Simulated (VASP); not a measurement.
# W (Pbcm) in VASP: a series of runs

Runs on W. Level: r2SCAN. Tasks: single point.

Everything below comes from runs of VASP 6.6.1. Logs are shortened: lines on timing, memory, paths and dates and some standing lists are left out, and cuts for length are marked.

### 1 The cell of the first run

It takes space group Pbcm (No. 57, orthorhombic). Conventional cell: a = 2.786 Å, b = 4.823 Å, c = 4.882 Å, α = 90.00°, β = 90.00°, γ = 90.00°. W (site symmetry m) has 12 W at 2.67 to 3.03 Å within 3.5 Å.

### 2 Single point, r2SCAN

The input, POSCAR:

```
W
1.0
    2.7860482954      0.0000000000      0.0000000000
    0.0000000000      4.8229952104      0.0000000000
    0.0000000000      0.0000000000      4.8823224135
W
4
Direct
    0.7931700000      0.5631600000      0.2500000000
    0.2068300000      0.0631600000      0.2500000000
    0.2068300000      0.4368400000      0.7500000000
    0.7931700000      0.9368400000      0.7500000000
```

The input, INCAR.step1:

```
ALGO = Normal
EDIFF = 1E-4
ENCUT = 520
GGA = PE
ISMEAR = 1
LASPH = T
LCHARG = F
LREAL = F
LWAVE = T
NBANDS = 36
NELM = 60
PREC = Accurate
SIGMA = 0.1
```

The input, INCAR.step2:

```
ALGO = Normal
EDIFF = 1E-6
ENCUT = 520
ISIF = 2
ISMEAR = 1
ISTART = 1
LASPH = T
LCHARG = F
LMIXTAU = T
LREAL = F
LWAVE = F
METAGGA = R2SCAN
NBANDS = 36
NELM = 60
PREC = Accurate
SIGMA = 0.1
```

The input, KPOINTS:

```
k-points
0
Gamma
  8 5 5
```

Potentials or basis: VASP PAW PBE potentials, release 64 (W_sv).

Run with:

```console
cat potpaw_PBE.64/W_sv/POTCAR > POTCAR
cp INCAR.step1 INCAR
mpirun -np 1 vasp_std > vasp.out
cp INCAR.step2 INCAR
mpirun -np 1 vasp_std > vasp.out
```

OUTCAR:

```text
EDIFF = 1E-6
   ENCUT = 520
   ISIF = 2
   ISMEAR = 1
   ISTART = 1
   LASPH = T
   LREAL = F
   METAGGA = R2SCAN
   NELM = 60
   PREC = Accurate

 ion  position               nearest neighbor table
   1  0.793  0.563  0.250-   2 2.67   2 2.67   3 2.77   3 2.77   2 2.91   2 2.91   3 3.00   3 3.00
                             4 3.03   4 3.03
   2  0.207  0.063  0.250-   1 2.67   1 2.67   4 2.77   4 2.77   1 2.91   1 2.91   4 3.00   4 3.00
                             3 3.03   3 3.03
   3  0.207  0.437  0.750-   4 2.67   4 2.67   1 2.77   1 2.77   4 2.91   4 2.91   1 3.00   1 3.00
                             2 3.03   2 3.03
   4  0.793  0.937  0.750-   3 2.67   3 2.67   2 2.77   2 2.77   3 2.91   3 2.91   2 3.00   2 3.00
                             1 3.03   1 3.03

  LATTYP: Found a simple orthorhombic cell.
 ALAT       =     2.7860482954
 B/A-ratio  =     1.7311240506
 C/A-ratio  =     1.7524184421

  Lattice vectors:

 A1 = (   2.7860482954,   0.0000000000,   0.0000000000)
 A2 = (   0.0000000000,   4.8229952104,   0.0000000000)
 A3 = (   0.0000000000,   0.0000000000,   4.8823224135)

Analysis of symmetry for initial positions (statically):
=====================================================================
 Subroutine PRICEL returns:
 Original cell was already a primitive cell.

 Routine SETGRP: Setting up the symmetry group for a
 simple orthorhombic supercell.

 Subroutine GETGRP returns: Found  8 space group operations
 (whereof  2 operations were pure point group operations)
 out of a pool of  8 trial point group operations.

The static configuration has the point symmetry S_2 .
 The point group associated with its full space group is D_2h.

Analysis of symmetry for dynamics (positions and initial velocities):
=====================================================================
 Subroutine PRICEL returns:
 Original cell was already a primitive cell.

 Routine SETGRP: Setting up the symmetry group for a
 simple orthorhombic supercell.

 Subroutine GETGRP returns: Found  8 space group operations
 (whereof  2 operations were pure point group operations)
 out of a pool of  8 trial point group operations.

The dynamic configuration has the point symmetry S_2 .
 The point group associated with its full space group is D_2h.

 Subroutine INISYM returns: Found  8 space group operations
 (whereof  2 operations are pure point group operations),
 and found     1 'primitive' translations

----------------------------------------------------------------------------------------

                                     Primitive cell

  volume of cell :      65.6042

  direct lattice vectors                    reciprocal lattice vectors
     2.786048295  0.000000000  0.000000000     0.358931323  0.000000000  0.000000000
     0.000000000  4.822995210  0.000000000     0.000000000  0.207340036  0.000000000
     0.000000000  0.000000000  4.882322413     0.000000000  0.000000000  0.204820558

  length of vectors
     2.786048295  4.822995210  4.882322413     0.358931323  0.207340036  0.204820558

  position of ions in fractional coordinates (direct lattice)
     0.793170000  0.563160000  0.250000000
     0.206830000  0.063160000  0.250000000
     0.206830000  0.436840000  0.750000000
     0.793170000  0.936840000  0.750000000

  ion indices of the primitive-cell ions
   primitive index   ion index
                 1           1
                 2           2
                 3           3
                 4           4

----------------------------------------------------------------------------------------

 KPOINTS: k-points

Automatic generation of k-mesh.
 Grid dimensions read from file:
 generate k-points for:    8    5    5

 Generating k-lattice:

  Cartesian coordinates                     Fractional coordinates (reciprocal lattice)
     0.044866415  0.000000000  0.000000000     0.125000000  0.000000000  0.000000000
     0.000000000  0.041468007  0.000000000     0.000000000  0.200000000  0.000000000
     0.000000000  0.000000000  0.040964112     0.000000000  0.000000000  0.200000000

  Length of vectors
     0.044866415  0.041468007  0.040964112

  Shift w.r.t. Gamma in fractional coordinates (k-lattice)
     0.000000000  0.000000000  0.000000000

 Subroutine IBZKPT returns following result:
 ===========================================

 Found     45 irreducible k-points:

 Following reciprocal coordinates:
            Coordinates               Weight
  0.000000  0.000000  0.000000      1.000000
  0.125000  0.000000  0.000000      2.000000
  0.250000  0.000000  0.000000      2.000000
  0.375000  0.000000  0.000000      2.000000
  0.500000  0.000000  0.000000      1.000000
  0.000000  0.200000  0.000000      2.000000
[... 16 lines left out ...]
  0.250000  0.200000  0.200000      8.000000
  0.375000  0.200000  0.200000      8.000000
 [... further k-points ...]
   k-points           NKPTS =     45   k-points in BZ     NKDIM =     45   number of bands    NBANDS=     36
   number of dos      NEDOS =    301   number of ions     NIONS =      4
   total plane-waves  NPLWV =  31104
   dimension x,y,z NGX =    24 NGY =   36 NGZ =   36
   dimension x,y,z NGXF=    48 NGYF=   72 NGZF=   72
   ions per type =               4
   NGX,Y,Z   is equivalent  to a cutoff of  14.32, 12.41, 12.26 a.u.
   NGXF,Y,Z  is equivalent  to a cutoff of  28.64, 24.82, 24.52 a.u.
 SYSTEM =  unknown system
   PREC   = accura    normal or accurate (medium, high low for compatibility)
   ISTART =      1    job   : 0-new  1-cont  2-samecut
   ICHARG =      0    charge: 1-file 2-atom 10-const
   ISPIN  =      1    spin polarized calculation?
   LNONCOLLINEAR =      F non collinear calculations
   LSORBIT =      F    spin-orbit coupling
   LASPH  =      T    aspherical Exc in radial PAW
   ENCUT  =  520.0 eV  38.22 Ry    6.18 a.u.   5.18  8.97  9.08*2*pi/ulx,y,z
   NELM   =     60;   NELMIN=  2; NELMDL=  0     # of ELM steps
   EDIFF  = 0.1E-05   stopping-criterion for ELM
   LREAL  =      F    real-space projection
   EDIFFG = 0.1E-04   stopping-criterion for IOM
   NSW    =      0    number of steps for IOM
   IBRION =     -1    ionic relax: 0-MD 1-quasi-New 2-CG
   NFREE  =      0    steps in history (QN), initial steepest desc. (CG)
   ISIF   =      2    stress and relaxation
   ISYM   =      2    0-nonsym 1-usesym 2-fastsym
   POTIM  = 0.5000    time-step for ionic-motion
   TEBEG  =    0.0;   TEEND  =   0.0 temperature during run
   PSTRESS=    0.0 pullay stress
   NELECT =      56.0000    total number of electrons
   NUPDOWN=      -1.0000    fix difference up-down
   EMIN   =  10.00;   EMAX   =-10.00  energy-range for DOS
   EFERMI =   0.00;   METHOD = LEGACY
   ISMEAR =     1;   SIGMA  =   0.10  broadening in eV -4-tet -1-fermi 0-gaus
   EFERMI_NEDOS =   21; number of points for ismear=-14 and -15
   IALGO  =     38    algorithm
   IMIX   =      4    mixing-type and parameters
     AMIX     =   0.40;   BMIX     =  1.00
     AMIX_MAG =   1.60;   BMIX_MAG =  1.00
  volume/ion in A,a.u.               =      16.40       110.68
  Fermi-wavevector in a.u.,A,eV,Ry     =   1.552960  2.934668 32.812952  2.411684
  Thomas-Fermi vector in A             =   2.657260
   LORBIT       =      0    0 simple, 1 ext, 2 COOP (PROOUT), +10 PAW based schemes
   METAGGA = R2SCAN    functional components
   LHFCALC =     F    Hartree Fock is set to
   AEXX    =    0.0000 exact exchange contribution
   IVDW    =     0    specifies the selected vdW correction
   LEPSILON=     F    determine dielectric tensor
   LRPA    =     F    only Hartree local field effects (RPA)
 non-spin polarized calculation
 Methfessel and Paxton  Order N= 1 SIGMA  =   0.10
  energy-cutoff  :      520.00
  volume of cell :       65.60
 maximum number of plane-waves:      1786
 NGX is ok and might be reduce to    24
   NGX = 11   NGY = 17   NGZ = 19

 number of electron      56.0000015 magnetization

 Free energy of the ion-electron system (eV)
  ---------------------------------------------------
  ext. energy  EPLUGINS =         0.00000000
  ---------------------------------------------------
  free energy    TOTEN  =      -203.15791619 eV

  energy without entropy =     -203.15334260  energy(sigma->0) =     -203.15639166

 E-fermi :  10.5489     XC(G=0): -14.6964

 val. band max:       10.5479488785   @ k =   0.2500   0.4000   0.2000
 cond. band min:      10.5509529594   @ k =   0.3750   0.2000   0.0000
 fundamental gap:      0.0030040809
 Fermi energy:        10.5488684900

 k-point     1 :       0.0000    0.0000    0.0000
  band No.  band energies     occupation
      1     -65.2315      2.00000
      2     -65.1340      2.00000
      3     -65.0930      2.00000
      4     -65.0321      2.00000
      5     -29.4560      2.00000
      6     -29.3870      2.00000
[... 28 lines left out ...]
     35      15.0034      0.00000
     36      15.4081      0.00000

 k-point     2 :       0.1250    0.0000    0.0000
  band No.  band energies     occupation
      1     -65.2179      2.00000
      2     -65.1250      2.00000
      3     -65.0863      2.00000
      4     -65.0299      2.00000
      5     -29.4064      2.00000
      6     -29.3427      2.00000
[... 28 lines left out ...]
     35      14.3953      0.00000
     36      14.8558      0.00000

 k-point     3 :       0.2500    0.0000    0.0000
  band No.  band energies     occupation
      1     -65.1833      2.00000
      2     -65.1029      2.00000
      3     -65.0703      2.00000
      4     -65.0263      2.00000
      5     -29.2744      2.00000
      6     -29.2245      2.00000
[... 28 lines left out ...]
     35      13.9928      0.00000
     36      14.7058      0.00000

 k-point     4 :       0.3750    0.0000    0.0000
  band No.  band energies     occupation
      1     -65.1446      2.00000
      2     -65.0800      2.00000
      3     -65.0550      2.00000
      4     -65.0268      2.00000
      5     -29.1328      2.00000
      6     -29.0787      2.00000
[... 28 lines left out ...]
     35      14.1151      0.00000
     36      14.6783      0.00000

 k-point     5 :       0.5000    0.0000    0.0000
  band No.  band energies     occupation
      1     -65.1261      2.00000
      2     -65.0701      2.00000
      3     -65.0491      2.00000
      4     -65.0293      2.00000
      5     -29.1333      2.00000
      6     -29.0828      2.00000
[... 655 lines left out ...]
 k-point    22 :       0.1250    0.2000    0.2000
  band No.  band energies     occupation
      1     -65.1972      2.00000
      2     -65.1243      2.00000
      3     -65.0936      2.00000
      4     -65.0444      2.00000
      5     -29.3198      2.00000
      6     -29.2253      2.00000
[... 28 lines left out ...]
     35      13.9386      0.00000
     36      14.9365      0.00000

 k-point    23 :       0.2500    0.2000    0.2000
  band No.  band energies     occupation
      1     -65.1656      2.00000
      2     -65.1027      2.00000
      3     -65.0771      2.00000
      4     -65.0377      2.00000
      5     -29.2338      2.00000
      6     -29.1603      2.00000
[... 28 lines left out ...]
     35      13.3986      0.00000
     36      14.9490      0.00000

 k-point    24 :       0.3750    0.2000    0.2000
  band No.  band energies     occupation
      1     -65.1306      2.00000
      2     -65.0805      2.00000
      3     -65.0612      2.00000
      4     -65.0343      2.00000
      5     -29.2562      2.00000
      6     -29.1890      2.00000
[... 28 lines left out ...]
     35      14.6372      0.00000
     36      15.1392      0.00000

 [... further k-points ...]

------------------------ aborting loop because EDIFF is reached ----------------------------------------

  FORCE on cell =-STRESS in cart. coord.  units (eV):
  Direction    XX          YY          ZZ          XY          YZ          ZX
  --------------------------------------------------------------------------------------
  -------------------------------------------------------------------------------------
  Total       -0.4898284      0.7415521      1.1650704      0.0000000      0.0000000      0.0000000
  in kB      -11.9625175     18.1100785     28.4531804      0.0000000      0.0000000      0.0000000
  external PRESSURE =      11.5335805 kB  Pullay stress =       0.0000000 kB

 VOLUME and BASIS-vectors are now :
 -----------------------------------------------------------------------------
  energy-cutoff  :      520.00
  volume of cell :       65.60
      direct lattice vectors                 reciprocal lattice vectors
     2.786048295  0.000000000  0.000000000     0.358931323  0.000000000  0.000000000
     0.000000000  4.822995210  0.000000000     0.000000000  0.207340036  0.000000000
     0.000000000  0.000000000  4.882322413     0.000000000  0.000000000  0.204820558

 POSITION                                       TOTAL-FORCE (eV/Angst)
 -----------------------------------------------------------------------------------
      2.20981      2.71612      1.22058        -0.002821     -0.099167     -0.000000
      0.57624      0.30462      1.22058         0.002821     -0.099167      0.000000
      0.57624      2.10688      3.66174         0.002821      0.099167      0.000000
      2.20981      4.51837      3.66174        -0.002821      0.099167     -0.000000
 -----------------------------------------------------------------------------------
    total drift:                                0.000000      0.000000      0.000000

  FREE ENERGIE OF THE ION-ELECTRON SYSTEM (eV)
  ---------------------------------------------------
  free  energy   TOTEN  =      -203.1579161932 eV

  energy  without entropy=     -203.1533426013  energy(sigma->0) =     -203.15639166
```

It took 2 min on 1 thread of Intel Xeon 6975P-C (Granite Rapids), shared host; peak memory 0.22 GiB.

Results:

```yaml
Free_energy: -203.1579 eV
Pressure: 1.2 GPa
Largest_force: 0.099 eV/Å
Band_gap_on_the_k_mesh: zero (band 28 reaches 11.52 eV, above the bottom of band 29 at 10.21 eV)
```

Forces on the atoms (eV/Å):
```
W   -0.003 -0.099  0.000
W    0.003 -0.099  0.000
W    0.003  0.099  0.000
W   -0.003  0.099  0.000
```

Levels at points of the mesh, in eV from the Fermi level:
| k point | band 24 | band 25 | band 26 | band 27 | band 28 | band 29 | band 30 | band 31 | band 32 | band 33 |
| --- | --- | --- | --- | --- | --- | --- | --- | --- | --- | --- |
| (0.00, 0.00, 0.00) | -0.68 | -0.54 | -0.45 | -0.44 | -0.35 | -0.34 | -0.18 | 0.61 | 1.74 | 2.76 |
| (0.50, 0.00, 0.00) | -2.59 | -1.96 | -1.86 | -1.38 | -1.20 | 0.18 | 0.19 | 0.48 | 3.02 | 3.42 |

Caveat: the PAW data sets were made with another functional, which shifts forces and pressure a little; spin-orbit coupling is left out, which moves the levels of the heavy elements.

### 3 Single point, r2SCAN

This run uses another cell than the first one, of 16.82 Å³/atom, 1.026 times its volume.

The input, POSCAR:

```
W
1.0
    2.8096600000      0.0000000000      0.0000000000
    0.0000000000      4.8638700000      0.0000000000
    0.0000000000      0.0000000000      4.9237000000
W
4
Direct
    0.7931700000      0.5631600000      0.2500000000
    0.2068300000      0.0631600000      0.2500000000
    0.2068300000      0.4368400000      0.7500000000
    0.7931700000      0.9368400000      0.7500000000
```

The input, INCAR.step1:

```
SYSTEM = W
  ALGO = Normal
  EDIFF = 1E-4
  ENCUT = 520
  GGA = PE
  ISMEAR = 1
  LASPH = .True.
  LCHARG = .False.
  LREAL = .False.
  LWAVE = .True.
  NBANDS = 36
  NELM = 80
  PREC = Accurate
  SIGMA = 0.1
```

The input, INCAR.step2:

```
SYSTEM = W
  ALGO = Normal
  EDIFF = 1E-7
  ENCUT = 520
  ISIF = 2
  ISMEAR = 1
  ISTART = 1
  LASPH = .True.
  LCHARG = .False.
  LMIXTAU = .True.
  LREAL = .False.
  LWAVE = .False.
  METAGGA = R2SCAN
  NBANDS = 36
  NELM = 80
  PREC = Accurate
  SIGMA = 0.1
```

The input, KPOINTS:

```
k-points
0
Gamma
  8 5 5
  0 0 0
```

Potentials or basis: VASP PAW PBE potentials, release 64 (W_sv).

Run with:

```console
cat potpaw_PBE.64/W_sv/POTCAR > POTCAR
cp INCAR.step1 INCAR
mpirun -np 1 vasp_std > vasp.out
cp INCAR.step2 INCAR
mpirun -np 1 vasp_std > vasp.out
```

Run time: 2.2 min. Hardware: 1 thread of Intel Xeon 6975P-C (Granite Rapids), shared host; peak memory 0.23 GiB.

It converged, with:

```
Free energy            : -203.1328 eV
Pressure               : -6.0 GPa
Largest force          : 0.163 eV/Å
Band gap on the k mesh : zero (band 28 reaches 11.09 eV, above the bottom of band 29 at 9.88 eV)
```

Forces in eV/Å, atoms in the order of the input:
```
W    0.123 -0.106  0.000
W   -0.123 -0.106  0.000
W   -0.123  0.106  0.000
W    0.123  0.106  0.000
```

Stress tensor (GPa, compression positive):
```
-8.71  0.00  0.00
 0.00 -5.43  0.00
 0.00  0.00 -3.70
```

Levels at points of the mesh, in eV from the Fermi level:
```
           k point  band 26  band 27  band 28  band 29  band 30  band 31
(0.00, 0.00, 0.00)    -0.48    -0.41    -0.34    -0.30    -0.15     0.62
(0.50, 0.00, 0.00)    -1.77    -1.32    -1.17     0.18     0.20     0.48
```

Caveat: the PAW data sets were made with another functional, which shifts forces and pressure a little; spin-orbit coupling is left out, which moves the levels of the heavy elements.

### 4 Single point, r2SCAN

This run uses another cell than the first one, of 17.24 Å³/atom, 1.051 times its volume.

The input, POSCAR:

```
W
1.0
    2.8328813836      0.0000000000      0.0000000000
    0.0000000000      4.9040690957      0.0000000000
    0.0000000000      0.0000000000      4.9643935809
W
4
Direct
    0.7931700000      0.5631600000      0.2500000000
    0.2068300000      0.0631600000      0.2500000000
    0.2068300000      0.4368400000      0.7500000000
    0.7931700000      0.9368400000      0.7500000000
```

The input, INCAR.step1:

```
SYSTEM = W
ALGO = Normal ; EDIFF = 1E-4
ENCUT = 520 ; GGA = PE
ISMEAR = 1 ; LASPH = .True.
LCHARG = .False. ; LREAL = .False.
LWAVE = .True. ; NBANDS = 36
NELM = 80 ; PREC = Accurate
SIGMA = 0.1
```

The input, INCAR.step2:

```
SYSTEM = W
ALGO = Normal ; EDIFF = 1E-6
ENCUT = 520 ; ISIF = 2
ISMEAR = 1 ; ISTART = 1
LASPH = .True. ; LCHARG = .True.
LELF = .True. ; LMIXTAU = .True.
LREAL = .False. ; LVHAR = .True.
LWAVE = .False. ; METAGGA = R2SCAN
NBANDS = 36 ; NELM = 80
PREC = Accurate ; SIGMA = 0.1
```

KPOINTS is that of step 3.

Run with:

```console
cat potpaw_PBE.64/W_sv/POTCAR > POTCAR
cp INCAR.step1 INCAR
mpirun -np 1 vasp_std > vasp.out
cp INCAR.step2 INCAR
mpirun -np 1 vasp_std > vasp.out
```

It took 2.3 min on 1 thread of Intel Xeon 6975P-C (Granite Rapids), shared host; peak memory 0.23 GiB.

It converged, with:

- Free energy: -203.0375 eV
- Pressure: -12.2 GPa
- Largest force: 0.274 eV/Å
- Band gap on the k mesh: zero (band 28 reaches 10.69 eV, above the bottom of band 29 at 9.57 eV)

Forces on the atoms (eV/Å):
```
W    0.246 -0.121  0.000
W   -0.246 -0.121  0.000
W   -0.246  0.121  0.000
W    0.246  0.121  0.000
```

Stress tensor (GPa, compression positive):
```
-15.24   0.00   0.00
  0.00 -11.84   0.00
  0.00   0.00  -9.53
```

Levels at points of the mesh, in eV from the Fermi level:
```csv
k point,band 26,band 27,band 28,band 29,band 30,band 31
"(0.00, 0.00, 0.00)",-0.51,-0.38,-0.32,-0.27,-0.13,0.62
"(0.50, 0.00, 0.00)",-1.68,-1.27,-1.14,0.17,0.23,0.47
```

Caveat: the PAW data sets were made with another functional, which shifts forces and pressure a little; spin-orbit coupling is left out, which moves the levels of the heavy elements.

### 5 Summary

| cell | gap on the mesh (eV) | pressure (GPa) | largest force (eV/Å) |
| --- | --- | --- | --- |
| a = 2.786, b = 4.823, c = 4.882 Å, 4 atoms | none | 1.2 | 0.10 |
| a = 2.810, b = 4.864, c = 4.924 Å, 4 atoms | none | -6.0 | 0.16 |
| a = 2.833, b = 4.904, c = 4.964 Å, 4 atoms | none | -12.2 | 0.27 |

Alike in all rows: task single point; level r2SCAN; potentials or basis VASP PAW PBE potentials, release 64 (W_sv); no spin polarisation; k mesh 8 × 5 × 5; cutoff (eV) 520; smearing methfessel-paxton 0.1 eV.

Caveats: the PAW data sets were made with another functional, which shifts forces and pressure a little; spin-orbit coupling is left out, which moves the levels of the heavy elements.

Absolute energies hang on the potentials; compare differences alone.
